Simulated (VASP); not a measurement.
# LaC in VASP: a series of runs, part 2 of 2

VASP 6.6.1. The steps go on from the part before.

## (3) Single point, r2SCAN

POSCAR reads:

```
LaC
1.0
    0.0000000000      2.7165836941      2.7165836941
    2.7165836941      0.0000000000      2.7165836941
    2.7165836941      2.7165836941      0.0000000000
La C
1 1
Direct
    0.5000000000      0.5000000000      0.5000000000
    0.0000000000      0.0000000000      0.0000000000
```

INCAR.step1 reads:

```
  PREC = Accurate
  ENCUT = 520
  ISMEAR = 0
  SIGMA = 0.05
  LREAL = False
  LASPH = True
  NELM = 60
  NBANDS = 14
  GGA = PE
  ALGO = Normal
  EDIFF = 1E-4
  LWAVE = True
  LCHARG = False
```

INCAR.step2 reads:

```
  PREC = Accurate
  ENCUT = 520
  EDIFF = 1E-7
  ISMEAR = 0
  SIGMA = 0.05
  LREAL = False
  LASPH = True
  NELM = 60
  ALGO = Normal
  ISIF = 2
  LWAVE = False
  LCHARG = True
  METAGGA = R2SCAN
  LMIXTAU = True
  LELF = True
  LVHAR = True
  NBANDS = 14
  ISTART = 1
```

KPOINTS reads:

```
regular mesh
0
Gamma
  12 12 12
```

Potentials or basis: VASP PAW PBE potentials, release 64 (La, C).

Command:

```console
cat potpaw_PBE.64/La/POTCAR potpaw_PBE.64/C/POTCAR > POTCAR
cp INCAR.step1 INCAR
mpirun -np 1 vasp_std > vasp.out
cp INCAR.step2 INCAR
mpirun -np 1 vasp_std > vasp.out
```

OUTCAR:

```text
PREC = Accurate
   ENCUT = 520
   EDIFF = 1E-7
   ISMEAR = 0
   LREAL = False
   LASPH = True
   NELM = 60
   ISIF = 2
   METAGGA = R2SCAN
   ISTART = 1

 ion  position               nearest neighbor table
   1  0.500  0.500  0.500-   2 2.72   2 2.72   2 2.72   2 2.72   2 2.72   2 2.72
   2  0.000  0.000  0.000-   1 2.72   1 2.72   1 2.72   1 2.72   1 2.72   1 2.72

  LATTYP: Found a face centered cubic cell.
 ALAT       =     5.4331673882

  Lattice vectors:

 A1 = (   0.0000000000,   2.7165836941,   2.7165836941)
 A2 = (   2.7165836941,   0.0000000000,   2.7165836941)
 A3 = (   2.7165836941,   2.7165836941,   0.0000000000)

Analysis of symmetry for initial positions (statically):
=====================================================================
 Subroutine PRICEL returns:
 Original cell was already a primitive cell.

 Routine SETGRP: Setting up the symmetry group for a
 face centered cubic supercell.

 Subroutine GETGRP returns: Found 48 space group operations
 (whereof 48 operations were pure point group operations)
 out of a pool of 48 trial point group operations.

The static configuration has the point symmetry O_h .

Analysis of symmetry for dynamics (positions and initial velocities):
[... 166 lines left out ...]

 k-point     1 :       0.0000    0.0000    0.0000
  band No.  band energies     occupation
      1     -24.9817      2.00000
      2      -7.7367      2.00000
      3      -7.7367      2.00000
      4      -7.7367      2.00000
      5      -1.9662      2.00000
      6       7.8230      0.00000
      7       7.8230      0.00000
      8       7.8230      0.00000
      9      10.2582      0.00000
     10      10.2582      0.00000
     11      10.2582      0.00000
     12      10.8222      0.00000
     13      11.8941      0.00000
     14      11.8941      0.00000
[... 377 lines left out ...]
      1     -24.7862      2.00000
      2      -9.1743      2.00000
      3      -8.1239      2.00000
      4      -7.8998      2.00000
      5      -0.3942      2.00000
      6       5.2136      2.00000
      7       6.1218      2.00000
      8       6.5672      2.00000
      9      10.8454      0.00000
     10      11.1031      0.00000
     11      11.2462      0.00000
     12      11.6463      0.00000
     13      11.7332      0.00000
     14      11.7795      0.00000

 [... further k-points ...]
[... 5 lines left out ...]
  --------------------------------------------------------------------------------------
  -------------------------------------------------------------------------------------
  Total        0.1008516      0.1008516      0.1008516      0.0000000     -0.0000000      0.0000000
  in kB        4.0298970      4.0298970      4.0298970      0.0000000     -0.0000000      0.0000000
  external PRESSURE =       4.0298970 kB  Pullay stress =       0.0000000 kB

 VOLUME and BASIS-vectors are now :
 -----------------------------------------------------------------------------
  energy-cutoff  :      520.00
  volume of cell :       40.10
      direct lattice vectors                 reciprocal lattice vectors
     0.000000000  2.716583694  2.716583694    -0.184054701  0.184054701  0.184054701
     2.716583694  0.000000000  2.716583694     0.184054701 -0.184054701  0.184054701
     2.716583694  2.716583694  0.000000000     0.184054701  0.184054701 -0.184054701

 POSITION                                       TOTAL-FORCE (eV/Angst)
 -----------------------------------------------------------------------------------
      2.71658      2.71658      2.71658         0.000000     -0.000000     -0.000000
      0.00000      0.00000      0.00000        -0.000000      0.000000      0.000000
 -----------------------------------------------------------------------------------
    total drift:                               -0.000000     -0.000000      0.000000

  FREE ENERGIE OF THE ION-ELECTRON SYSTEM (eV)
  ---------------------------------------------------
  free  energy   TOTEN  =       -39.1718642443 eV

  energy  without entropy=      -39.1681485869  energy(sigma->0) =      -39.17000642
```

OSZICAR.step1:

```text
N       E                     dE             d eps       ncg     rms          rms(c)
DAV:   1     0.113933199405E+03    0.11393E+03   -0.56667E+03  2072   0.147E+03
DAV:   2    -0.170356764852E+01   -0.11564E+03   -0.10691E+03  2464   0.219E+02
DAV:   3    -0.136632900473E+02   -0.11960E+02   -0.11505E+02  3214   0.962E+01
DAV:   4    -0.143827140337E+02   -0.71942E+00   -0.70688E+00  3418   0.183E+01
DAV:   5    -0.144288429343E+02   -0.46129E-01   -0.46047E-01  3180   0.401E+00    0.587E+00
DAV:   6    -0.133847501830E+02    0.10441E+01   -0.91609E+00  3474   0.137E+01    0.303E+00
DAV:   7    -0.133430647166E+02    0.41685E-01   -0.42915E-01  3450   0.451E+00    0.144E+00
DAV:   8    -0.133530211920E+02   -0.99565E-02   -0.89654E-02  3258   0.286E+00    0.403E-01
DAV:   9    -0.133524406651E+02    0.58053E-03   -0.87396E-03  3864   0.766E-01    0.238E-01
DAV:  10    -0.133521349652E+02    0.30570E-03   -0.10268E-02  3662   0.925E-01    0.873E-02
DAV:  11    -0.133518741579E+02    0.26081E-03   -0.15316E-03  3650   0.303E-01    0.220E-02
DAV:  12    -0.133518768578E+02   -0.26999E-05   -0.26829E-05  1826   0.519E-02
   1 F= -.13351877E+02 E0= -.13349339E+02  d E =-.507543E-02
```

Wall time 5.4 min (1 thread of Intel Xeon Platinum 8488C (Sapphire Rapids), shared host); peak memory 0.21 GiB.

Results:

- Free energy: -39.1719 eV
- Pressure: 0.4 GPa

Levels at points of the mesh, in eV from the Fermi level:
```tsv
k point	band 5	band 6	band 7	band 8	band 9	band 10	band 11	band 12
(0.00, 0.00, 0.00)	-9.30	0.49	0.49	0.49	2.93	2.93	2.93	3.49
(0.50, 0.00, 0.00)	-7.26	-2.66	-1.46	-1.46	3.67	3.95	3.95	4.42
(0.50, 0.50, 0.00)	-9.30	0.27	0.62	0.69	0.69	4.09	4.16	4.29
```

Caveat: the PAW data sets were made with another functional, which shifts forces and pressure a little; spin-orbit coupling is left out, which moves the levels of the heavy elements.

## (4) Single point, PBE (atom 1 (La) moved 0.12 Å along x)

INCAR reads:

```
PREC     = Accurate       # precision mode
ENCUT    = 520            # plane-wave cutoff, eV
EDIFF    = 1E-7           # SCF threshold, eV
ISMEAR   = 0              # smearing method
SIGMA    = 0.05           # smearing width, eV
LREAL    = False          # projectors in reciprocal space
LASPH    = True           # aspherical terms in the spheres
NELM     = 80             # most SCF steps
ALGO     = Normal         # electronic algorithm
ISIF     = 2              # what is computed and relaxed
LWAVE    = False          # write WAVECAR
LCHARG   = False          # write CHGCAR
GGA      = PE             # functional
NBANDS   = 14             # bands
```

KPOINTS reads:

```
Automatic mesh
0
Gamma
  12 12 12
```

POSCAR, as its differences from that of step 3:

```diff
@@ -8,3 +8,3 @@
 Direct
-    0.5000000000      0.5000000000      0.5000000000
+    0.4779134359      0.5220865641      0.5220865641
     0.0000000000      0.0000000000      0.0000000000
```

Command:

```console
cat potpaw_PBE.64/La/POTCAR potpaw_PBE.64/C/POTCAR > POTCAR
mpirun -np 1 vasp_std > vasp.out
```

It took 3.2 min on 1 thread of Intel Xeon Platinum 8488C (Sapphire Rapids), shared host; peak memory 0.27 GiB.

The run converged. Its results:

```
Free energy   : -13.3582 eV
Pressure      : -0.3 GPa
Largest force : 0.123 eV/Å
```

Forces on the atoms (eV/Å):
```
La   0.123  0.000  0.000
C   -0.123  0.000  0.000
```

Stress tensor (GPa, compression positive):
```
-1.20  0.00  0.00
 0.00  0.16  0.00
 0.00  0.00  0.16
```

Levels at points of the mesh, in eV from the Fermi level:
| k point | band 4 | band 5 | band 6 | band 7 | band 8 | band 9 | band 10 | band 11 | band 12 | band 13 |
| --- | --- | --- | --- | --- | --- | --- | --- | --- | --- | --- |
| (0.00, 0.00, 0.00) | -14.34 | -8.65 | 0.45 | 0.45 | 0.45 | 2.74 | 2.77 | 2.77 | 3.12 | 4.13 |
| (0.50, 0.00, 0.00) | -14.46 | -6.66 | -2.59 | -1.31 | -1.30 | 3.28 | 3.55 | 3.55 | 3.99 | 4.00 |
| (0.50, 0.50, 0.00) | -14.81 | -8.57 | -0.17 | 0.63 | 0.69 | 0.98 | 3.67 | 3.74 | 3.85 | 3.86 |
| (0.00, 0.50, 0.50) | -14.81 | -8.57 | 0.11 | 0.66 | 0.71 | 0.71 | 3.67 | 3.72 | 3.86 | 3.86 |

Caveat: the cell differs from its parent crystal (atom 1 (La) moved 0.12 Å along x); spin-orbit coupling is left out, which moves the levels of the heavy elements.

## (5) Summary

```csv
level,potentials or basis,gap on the mesh (eV),pressure (GPa)
LDA,"VASP PAW LDA potentials, release 64 (La, C)",none,-5.7
r2SCAN,"VASP PAW PBE potentials, release 64 (La, C)",none,0.4
PBE,"VASP PAW PBE potentials, release 64 (La, C)",none,-0.3
```

Some of these runs hold the atoms at other places in the same cell, which the table doesn't show; runs alike in all that it shows share one row.

Alike in all rows: task single point; no spin polarisation; cell as given; k mesh 12 × 12 × 12; cutoff (eV) 520; smearing gaussian 0.05 eV.

Caveats: spin-orbit coupling is left out, which moves the levels of the heavy elements; the PAW data sets were made with another functional, which shifts forces and pressure a little (some runs).

Total energies depend on the potentials used, so only differences within one code and one set of settings carry meaning.
